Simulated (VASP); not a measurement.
# BN in VASP: further runs

Runs on BN. Level: LDA. Tasks: relaxation of the atoms, single point.

Program: VASP 6.6.1. These are calculated values, not measurements. Logs are shortened: lines on timing, memory, paths and dates and some standing lists are left out, and cuts for length are marked.

### 1 The cell of the first run

Symmetry: Cmcm, No. 63, orthorhombic system. Conventional cell: a = 2.306 Å, b = 4.310 Å, c = 7.210 Å, α = 90.00°, β = 90.00°, γ = 90.00°. B (site symmetry m2m) has 3 N at 1.36 to 1.44 Å within 1.8 Å. N (site symmetry m2m) has 3 B at 1.36 to 1.44 Å within 1.8 Å.

### 2 Relaxation of the atoms, LDA (normal strain along x -0.0733, normal strain along z +0.1100)

File INCAR:

```
SYSTEM = BN
PREC = Accurate
ENCUT = 520
EDIFF = 1E-7
ISMEAR = 0
SIGMA = 0.05
LREAL = .False.
LASPH = .True.
NELM = 80
ALGO = Normal
ISIF = 2
LWAVE = .False.
LCHARG = .False.
GGA = CA
IBRION = 2
NSW = 50
EDIFFG = -0.01
```

File KPOINTS:

```
Automatic mesh
0
Gamma
  12 12 4
  0 0 0
```

File POSCAR:

```
BN
1.0
    2.3059555345      0.0000000000      0.0000000000
   -1.1529777672      2.1549757989      0.0000000000
    0.0000000000      0.0000000000      7.2097513575
B N
2 2
Direct
    0.3333333333      0.6666666667      0.2500000000
    0.6666666667      0.3333333333      0.7500000000
    0.3333333333      0.6666666667      0.7500000000
    0.6666666667      0.3333333333      0.2500000000
```

Potentials or basis: VASP PAW LDA potentials, release 64 (B, N).

Started as:

```bash
$ cat potpaw_LDA.64/B/POTCAR potpaw_LDA.64/N/POTCAR > POTCAR
$ mpirun -np 1 vasp_std > vasp.out
```

OUTCAR:

```text
SYSTEM = BN
   PREC = Accurate
   ENCUT = 520
   EDIFF = 1E-7
   ISMEAR = 0
   LREAL = .False.
   LASPH = .True.
   NELM = 80
   ISIF = 2
   GGA = CA
   IBRION = 2
   NSW = 50
   EDIFFG = -0.01

 ion  position               nearest neighbor table
   1  0.333  0.667  0.250-   4 1.36   4 1.36   4 1.44
   2  0.667  0.333  0.750-   3 1.36   3 1.36   3 1.44
   3  0.333  0.667  0.750-   2 1.36   2 1.36   2 1.44
   4  0.667  0.333  0.250-   1 1.36   1 1.36   1 1.44

  LATTYP: Found a base centered orthorhombic cell.
 ALAT       =     2.3059555345
 B/A-ratio  =     1.8690523444
 C/A-ratio  =     3.1265786567

  Lattice vectors:

 A1 = (   1.1529777672,  -2.1549757989,   0.0000000000)
 A2 = (   1.1529777673,   2.1549757989,   0.0000000000)
 A3 = (   0.0000000000,   0.0000000000,   7.2097513575)

Analysis of symmetry for initial positions (statically):
=====================================================================
 Subroutine PRICEL returns:
 Original cell was already a primitive cell.

 Routine SETGRP: Setting up the symmetry group for a
 base centered orthorhombic supercell.

 Subroutine GETGRP returns: Found  8 space group operations
 (whereof  4 operations were pure point group operations)
 out of a pool of  8 trial point group operations.

The static configuration has the point symmetry C_2h.
 The point group associated with its full space group is D_2h.

Analysis of symmetry for dynamics (positions and initial velocities):
=====================================================================
 Subroutine PRICEL returns:
 Original cell was already a primitive cell.

 Routine SETGRP: Setting up the symmetry group for a
 base centered orthorhombic supercell.

 Subroutine GETGRP returns: Found  8 space group operations
 (whereof  4 operations were pure point group operations)
 out of a pool of  8 trial point group operations.

The dynamic configuration has the point symmetry C_2h.
 The point group associated with its full space group is D_2h.

 Subroutine INISYM returns: Found  8 space group operations
 (whereof  4 operations are pure point group operations),
 and found     1 'primitive' translations

----------------------------------------------------------------------------------------

                                     Primitive cell

  volume of cell :      35.8273

  direct lattice vectors                    reciprocal lattice vectors
     2.305955534  0.000000000  0.000000000     0.433659706  0.232021167  0.000000000
    -1.152977767  2.154975799  0.000000000     0.000000000  0.464042334  0.000000000
     0.000000000  0.000000000  7.209751358     0.000000000  0.000000000  0.138701038

  length of vectors
     2.305955534  2.444029138  7.209751358     0.491827778  0.464042334  0.138701038

  position of ions in fractional coordinates (direct lattice)
     0.333333333  0.666666667  0.250000000
     0.666666667  0.333333333  0.750000000
     0.333333333  0.666666667  0.750000000
     0.666666667  0.333333333  0.250000000

  ion indices of the primitive-cell ions
   primitive index   ion index
                 1           1
                 2           2
                 3           3
                 4           4

----------------------------------------------------------------------------------------

 KPOINTS: Automatic mesh

Automatic generation of k-mesh.
 Grid dimensions read from file:
 generate k-points for:   12   12    4

 Generating k-lattice:

  Cartesian coordinates                     Fractional coordinates (reciprocal lattice)
     0.036138309  0.019335097  0.000000000     0.083333333 -0.000000000  0.000000000
     0.000000000  0.038670195  0.000000000     0.000000000  0.083333333  0.000000000
     0.000000000  0.000000000  0.034675260     0.000000000  0.000000000  0.250000000

  Length of vectors
     0.040985648  0.038670195  0.034675260

  Shift w.r.t. Gamma in fractional coordinates (k-lattice)
     0.000000000  0.000000000  0.000000000

 Subroutine IBZKPT returns following result:
 ===========================================

 Found    129 irreducible k-points:

 Following reciprocal coordinates:
            Coordinates               Weight
  0.000000  0.000000  0.000000      1.000000
  0.083333  0.000000  0.000000      4.000000
  0.166667  0.000000  0.000000      4.000000
  0.250000 -0.000000  0.000000      4.000000
  0.333333  0.000000  0.000000      4.000000
  0.416667  0.000000  0.000000      4.000000
[... 16 lines left out ...]
  0.333333  0.166667  0.000000      4.000000
  0.416667  0.166667  0.000000      4.000000
 [... further k-points ...]
   k-points           NKPTS =    129   k-points in BZ     NKDIM =    129   number of bands    NBANDS=     12
   number of dos      NEDOS =    301   number of ions     NIONS =      4
   total plane-waves  NPLWV =  17496
   dimension x,y,z NGX =    18 NGY =   18 NGZ =   54
   dimension x,y,z NGXF=    36 NGYF=   36 NGZF=  108
   ions per type =               2   2
[... 70 lines left out ...]
  Total       18.1815312      3.6726679     -0.3625897      0.0000000     -0.0000000      0.0000000
  in kB      813.0690399    164.2398845    -16.2148328      0.0000000     -0.0000000      0.0000000
  external PRESSURE =     320.3646972 kB  Pullay stress =       0.0000000 kB

 VOLUME and BASIS-vectors are now :
 -----------------------------------------------------------------------------
  energy-cutoff  :      520.00
  volume of cell :       35.83
      direct lattice vectors                 reciprocal lattice vectors
     2.305955534  0.000000000  0.000000000     0.433659706  0.232021167  0.000000000
    -1.152977767  2.154975799  0.000000000     0.000000000  0.464042334  0.000000000
     0.000000000  0.000000000  7.209751358     0.000000000  0.000000000  0.138701038
[... 229 lines left out ...]
 POSITION                                       TOTAL-FORCE (eV/Angst)
 -----------------------------------------------------------------------------------
     -0.00000      1.45098      1.80244         0.000000      0.010812      0.000000
      1.15298      0.70400      5.40731        -0.000000     -0.010812     -0.000000
     -0.00000      1.45171      5.40731         0.000000      0.014913      0.000000
      1.15298      0.70327      1.80244        -0.000000     -0.014913     -0.000000
 -----------------------------------------------------------------------------------
    total drift:                                0.000000     -0.000000     -0.000000

  FREE ENERGIE OF THE ION-ELECTRON SYSTEM (eV)
  ---------------------------------------------------
  free  energy   TOTEN  =       -37.9300217230 eV

  energy  without entropy=      -37.9300217230  energy(sigma->0) =      -37.93002172

--------------------------------------- Ionic step        8  -------------------------------------------

 number of electron      16.0000004 magnetization

 Free energy of the ion-electron system (eV)
  ---------------------------------------------------
  ext. energy  EPLUGINS =         0.00000000
  ---------------------------------------------------
  free energy    TOTEN  =       -37.93002406 eV

  energy without entropy =      -37.93002406  energy(sigma->0) =      -37.93002406

 E-fermi :   2.3492     XC(G=0): -10.2646

 val. band max:        2.1162197449   @ k =   0.3333   0.3333   0.0000
 cond. band min:       5.9707395806   @ k =   0.0000   0.5000   0.0000
 fundamental gap:      3.8545198357
 Fermi energy:         2.3491790224

 k-point     1 :       0.0000    0.0000    0.0000
  band No.  band energies     occupation
      1     -16.2577      2.00000
      2     -16.1014      2.00000
      3      -4.6248      2.00000
      4      -3.2309      2.00000
      5       0.2457      2.00000
      6       0.2614      2.00000
      7       1.6219      2.00000
      8       1.6327      2.00000
      9       6.3819      0.00000
     10      11.1244      0.00000
     11      13.4996      0.00000
     12      13.9880      0.00000

 k-point     2 :       0.0833    0.0000    0.0000
  band No.  band energies     occupation
      1     -16.1019      2.00000
      2     -15.9485      2.00000
      3      -4.4089      2.00000
      4      -3.0287      2.00000
      5      -0.0669      2.00000
      6      -0.0513      2.00000
      7       1.0413      2.00000
      8       1.0483      2.00000
      9       6.6349      0.00000
     10      11.2097      0.00000
     11      13.7083      0.00000
     12      14.2135      0.00000
[... 316 lines left out ...]
 k-point    24 :       0.4167    0.1667    0.0000
  band No.  band energies     occupation
      1     -12.1862      2.00000
      2     -12.1631      2.00000
      3      -6.9238      2.00000
      4      -6.8938      2.00000
      5      -3.9458      2.00000
      6      -3.9213      2.00000
      7       1.3597      2.00000
      8       1.8539      2.00000
      9       6.9613      0.00000
     10       7.5825      0.00000
     11      13.7906      0.00000
     12      14.6304      0.00000

 [... further k-points ...]
[... 5 lines left out ...]
  --------------------------------------------------------------------------------------
  -------------------------------------------------------------------------------------
  Total       16.6073429      4.3696764     -0.3648719      0.0000000      0.0000000      0.0000000
  in kB      742.6721201    195.4097566    -16.3168893      0.0000000      0.0000000      0.0000000
  external PRESSURE =     307.2549958 kB  Pullay stress =       0.0000000 kB

 VOLUME and BASIS-vectors are now :
 -----------------------------------------------------------------------------
  energy-cutoff  :      520.00
  volume of cell :       35.83
      direct lattice vectors                 reciprocal lattice vectors
     2.305955534  0.000000000  0.000000000     0.433659706  0.232021167  0.000000000
    -1.152977767  2.154975799  0.000000000     0.000000000  0.464042334  0.000000000
     0.000000000  0.000000000  7.209751358     0.000000000  0.000000000  0.138701038

 POSITION                                       TOTAL-FORCE (eV/Angst)
 -----------------------------------------------------------------------------------
     -0.00000      1.45103      1.80244         0.000000      0.004408     -0.000000
      1.15298      0.70394      5.40731        -0.000000     -0.004408     -0.000000
     -0.00000      1.45178      5.40731         0.000000      0.008541     -0.000000
      1.15298      0.70320      1.80244        -0.000000     -0.008541      0.000000
 -----------------------------------------------------------------------------------
    total drift:                                0.000000     -0.000000      0.000000

  FREE ENERGIE OF THE ION-ELECTRON SYSTEM (eV)
  ---------------------------------------------------
  free  energy   TOTEN  =       -37.9300240617 eV

  energy  without entropy=      -37.9300240617  energy(sigma->0) =      -37.93002406

 reached required accuracy - stopping structural energy minimisation
```

It took 93 s on 1 thread of AMD EPYC 9R45 (Zen 5), shared host; peak memory 0.13 GiB.

What came out:

```yaml
Free_energy: -37.9300 eV
Energy_gained_by_relaxing: 12.0 meV/atom
Ionic_steps: 8
Pressure_after_relaxing: 30.7 GPa
Largest_force_after_relaxing: 0.009 eV/Å
Band_gap_on_the_k_mesh: 3.85 eV, indirect (least direct gap 4.75 eV)
```

Forces on the atoms (eV/Å):
```
B    0.000  0.004  0.000
B    0.000 -0.004  0.000
N    0.000  0.009  0.000
N    0.000 -0.009  0.000
```

The path:
```csv
step,energy change (eV),largest force (eV/Å),pressure (GPa)
1,0.0000,1.5993,32.04
2,0.9111,8.1180,35.25
3,-0.0479,0.0163,30.72
4,-0.0479,0.0217,30.73
5,-0.0479,0.0203,30.73
6,-0.0479,0.0168,30.73
7,-0.0479,0.0149,30.73
8,-0.0479,0.0085,30.73
```

Final structure:
```
B N
1.0
     2.30596    0.00000    0.00000
    -1.15298    2.15498    0.00000
     0.00000    0.00000    7.20975
B N
2 2
Direct
  0.33667 0.67334 0.25000
  0.66333 0.32666 0.75000
  0.33684 0.67369 0.75000
  0.66316 0.32631 0.25000
```

Levels at points of the mesh, in eV from the valence-band top:
```tsv
k point	band 5	band 6	band 7	band 8	band 9	band 10	band 11	band 12
(0.00, 0.00, 0.00)	-1.87	-1.85	-0.49	-0.48	4.27	9.01	11.38	11.87
(0.50, 0.00, 0.00)	-4.86	-4.83	-1.18	-0.58	4.65	5.61	10.04	10.56
(0.00, 0.50, 0.00)	-3.25	-3.23	-1.82	-1.16	3.85	5.04	10.85	11.83
(0.00, 0.00, 0.50)	-1.86	-1.86	-0.49	-0.49	6.27	6.27	11.76	11.76
(0.50, 0.00, 0.50)	-4.84	-4.84	-0.87	-0.87	5.02	5.02	10.42	10.42
(0.00, 0.50, 0.50)	-3.24	-3.24	-1.49	-1.49	4.31	4.31	12.12	12.12
```

Caveat: the cell differs from its parent crystal (normal strain along x -0.0733, normal strain along z +0.1100).

### 3 Single point, LDA (normal strain along x +0.0000, normal strain along z -0.1100)

File INCAR:

```
PREC = Accurate ; ENCUT = 520
EDIFF = 1E-6 ; ISMEAR = 0
SIGMA = 0.05 ; LREAL = False
LASPH = True ; NELM = 80
ALGO = Normal ; ISIF = 2
LWAVE = False ; LCHARG = False
NBANDS = 16
```

File KPOINTS:

```
regular mesh
0
Gamma
  12 12 4
```

File POSCAR:

```
BN
1.0
    2.4883517152      0.0000000000      0.0000000000
   -1.2441758576      2.1549757989      0.0000000000
    0.0000000000      0.0000000000      5.7807916289
B N
2 2
Direct
    0.3333333333      0.6666666667      0.2500000000
    0.6666666667      0.3333333333      0.7500000000
    0.3333333333      0.6666666667      0.7500000000
    0.6666666667      0.3333333333      0.2500000000
```

Potentials or basis: VASP PAW LDA potentials, release 64 (B, N).

Started as:

```bash
$ cat potpaw_LDA.64/B/POTCAR potpaw_LDA.64/N/POTCAR > POTCAR
$ mpirun -np 1 vasp_std > vasp.out
```

Run time: 13 s. Hardware: 1 thread of AMD EPYC 9R45 (Zen 5), shared host; peak memory 0.11 GiB.

It converged, with:

| Property | Result |
| --- | --- |
| Free energy | -38.5187 eV |
| Pressure | 3.3 GPa |
| Band gap on the k mesh | 3.91 eV, indirect (least direct gap 4.15 eV) |

Stress tensor (GPa, compression positive):
```
1.82 0.00 0.00
0.00 1.82 0.00
0.00 0.00 6.22
```

Levels at points of the mesh, in eV from the valence-band top:
| k point | band 5 | band 6 | band 7 | band 8 | band 9 | band 10 | band 11 | band 12 |
| --- | --- | --- | --- | --- | --- | --- | --- | --- |
| (0.00, 0.00, 0.00) | -1.44 | -1.44 | -1.31 | -1.31 | 6.14 | 11.37 | 11.37 | 11.70 |
| (0.50, 0.00, 0.00) | -4.34 | -4.13 | -2.20 | -0.23 | 3.92 | 6.32 | 9.81 | 9.82 |
| (0.00, 0.00, 0.50) | -1.37 | -1.37 | -1.37 | -1.37 | 9.31 | 9.31 | 11.54 | 11.54 |
| (0.50, 0.00, 0.50) | -4.24 | -4.24 | -1.07 | -1.07 | 4.48 | 4.48 | 10.10 | 10.10 |

Caveat: the cell differs from its parent crystal (normal strain along x +0.0000, normal strain along z -0.1100).

### 4 Single point, LDA (normal strain along x +0.0000, normal strain along z -0.0733)

File INCAR:

```
SYSTEM = BN
PREC = Accurate
ENCUT = 520
EDIFF = 1E-7
ISMEAR = 0
SIGMA = 0.05
LREAL = .FALSE.
LASPH = .TRUE.
NELM = 100
ALGO = Normal
ISIF = 2
LWAVE = .FALSE.
LCHARG = .FALSE.
NBANDS = 16
```

File KPOINTS:

```
regular mesh
0
G
  12 12 4
  0 0 0
```

POSCAR: that of step 3 with these lines changed.

```diff
@@ -4,3 +4,3 @@
    -1.2441758576      2.1549757989      0.0000000000
-    0.0000000000      0.0000000000      5.7807916289
+    0.0000000000      0.0000000000      6.0191680927
 B N
```

Started as:

```bash
$ cat potpaw_LDA.64/B/POTCAR potpaw_LDA.64/N/POTCAR > POTCAR
$ mpirun -np 1 vasp_std > vasp.out
```

Wall time 15 s (1 thread of AMD EPYC 9R45 (Zen 5), shared host); peak memory 0.11 GiB.

Results (log left out):

```yaml
Free_energy: -38.5573 eV
Pressure: 2.0 GPa
Band_gap_on_the_k_mesh: 3.92 eV, indirect (least direct gap 4.22 eV)
```

Stress tensor (GPa, compression positive):
```
1.43 0.00 0.00
0.00 1.43 0.00
0.00 0.00 3.21
```

Levels at points of the mesh, in eV from the valence-band top:
```
           k point  band 6  band 7  band 8  band 9  band 10  band 11
(0.00, 0.00, 0.00)   -1.42   -1.32   -1.32    5.69    11.23    11.43
(0.50, 0.00, 0.00)   -4.15   -1.98   -0.31    3.92     6.02     9.72
(0.00, 0.00, 0.50)   -1.37   -1.37   -1.37    8.68     8.68    11.56
(0.50, 0.00, 0.50)   -4.23   -1.06   -1.06    4.48     4.48    10.09
```

Caveat: the cell differs from its parent crystal (normal strain along x +0.0000, normal strain along z -0.0733).

### 5 Single point, LDA (normal strain along x +0.0000, normal strain along z -0.0367)

File INCAR:

```
SYSTEM = BN
PREC     = Accurate       ! precision mode
ENCUT    = 520            ! plane-wave cutoff, eV
EDIFF    = 1E-6           ! SCF threshold, eV
ISMEAR   = 0              ! smearing method
SIGMA    = 0.05           ! smearing width, eV
LREAL    = .False.        ! projectors in reciprocal space
LASPH    = .True.         ! aspherical terms in the spheres
NELM     = 100            ! most SCF steps
ALGO     = Normal         ! electronic algorithm
ISIF     = 2              ! what is computed and relaxed
LWAVE    = .False.        ! write WAVECAR
LCHARG   = .False.        ! write CHGCAR
NBANDS   = 16             ! bands
```

File KPOINTS:

```
regular mesh
0
Gamma
  12 12 4
  0 0 0
```

POSCAR: that of step 4 with these lines changed.

```diff
@@ -4,3 +4,3 @@
    -1.2441758576      2.1549757989      0.0000000000
-    0.0000000000      0.0000000000      6.0191680927
+    0.0000000000      0.0000000000      6.2568950294
 B N
```

Started as:

```bash
$ cat potpaw_LDA.64/B/POTCAR potpaw_LDA.64/N/POTCAR > POTCAR
$ mpirun -np 1 vasp_std > vasp.out
```

Run time: 14 s. Hardware: 1 thread of AMD EPYC 9R45 (Zen 5), shared host; peak memory 0.11 GiB.

It converged, with:

| Quantity | Value |
| --- | --- |
| Free energy | -38.5756 eV |
| Pressure | 1.2 GPa |
| Band gap on the k mesh | 3.97 eV, indirect (least direct gap 4.34 eV) |

Levels at points of the mesh, in eV from the valence-band top:
```tsv
k point	band 6	band 7	band 8	band 9	band 10	band 11
(0.00, 0.00, 0.00)	-1.38	-1.32	-1.32	5.34	10.79	11.49
(0.50, 0.00, 0.00)	-4.15	-1.77	-0.37	3.97	5.81	9.66
(0.00, 0.00, 0.50)	-1.35	-1.35	-1.35	8.12	8.12	11.59
(0.50, 0.00, 0.50)	-4.20	-1.02	-1.02	4.52	4.52	10.09
```

Caveat: the cell differs from its parent crystal (normal strain along x +0.0000, normal strain along z -0.0367).

### 6 Summary

| task | cell | gap on the mesh (eV) | pressure (GPa) |
| --- | --- | --- | --- |
| relaxation of the atoms | atoms relaxed from a = 2.306, b = 2.444, c = 7.210 Å, angles 90.0, 90.0, 118.1°, 4 atoms | 3.85 | 30.7 |
| single point | a = 2.488, b = 2.488, c = 5.781 Å, angles 90.0, 90.0, 120.0°, 4 atoms | 3.91 | 3.3 |
| single point | a = 2.488, b = 2.488, c = 6.019 Å, angles 90.0, 90.0, 120.0°, 4 atoms | 3.92 | 2.0 |
| single point | a = 2.488, b = 2.488, c = 6.257 Å, angles 90.0, 90.0, 120.0°, 4 atoms | 3.97 | 1.2 |

Alike in all rows: level LDA; potentials or basis VASP PAW LDA potentials, release 64 (B, N); no spin polarisation; k mesh 12 × 12 × 4; cutoff (eV) 520; smearing gaussian 0.05 eV.

Absolute energies hang on the potentials; compare differences alone.
